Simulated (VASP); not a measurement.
A run of VASP 6.6.1 is set up as follows.

The input INCAR:

```
SYSTEM = Pd
PREC     = Accurate       ! precision mode
ENCUT    = 520            ! plane-wave cutoff, eV
EDIFF    = 1E-6           ! SCF threshold, eV
ISMEAR   = -1             ! smearing method
SIGMA    = 0.05           ! smearing width, eV
LREAL    = .FALSE.        ! projectors in reciprocal space
LASPH    = .TRUE.         ! aspherical terms in the spheres
NELM     = 60             ! most SCF steps
ALGO     = Fast           ! electronic algorithm
ISIF     = 2              ! what is computed and relaxed
LWAVE    = .FALSE.        ! write WAVECAR
LCHARG   = .TRUE.         ! write CHGCAR
GGA      = PS             ! functional
LELF     = .TRUE.         ! ELF
LVHAR    = .TRUE.       
NBANDS   = 11             ! bands
```

Contents of KPOINTS:

```
Automatic mesh
0
G
  12 12 12
  0 0 0
```

File POSCAR:

```
Pd
1.0
   -1.5008211276      1.5008211276      1.5008211276
    1.5008211276     -1.5008211276      1.5008211276
    1.5008211276      1.5008211276     -1.5008211276
Pd
1
Direct
    0.0000000000      0.0000000000      0.0000000000
```

Potentials or basis: VASP PAW PBE potentials, release 64 (Pd).

Launch:

```bash
$ cat potpaw_PBE.64/Pd/POTCAR > POTCAR
$ mpirun -np 1 vasp_std > vasp.out
```

Problem. Predict the pressure.

Solution. 19.4 GPa.

Problem. Predict the band gap on the k mesh.

Solution. Zero (band 5 reaches 11.89 eV, above the bottom of band 6 at 9.91 eV).

Caveat: the PAW data sets were made with another functional, which shifts forces and pressure a little.
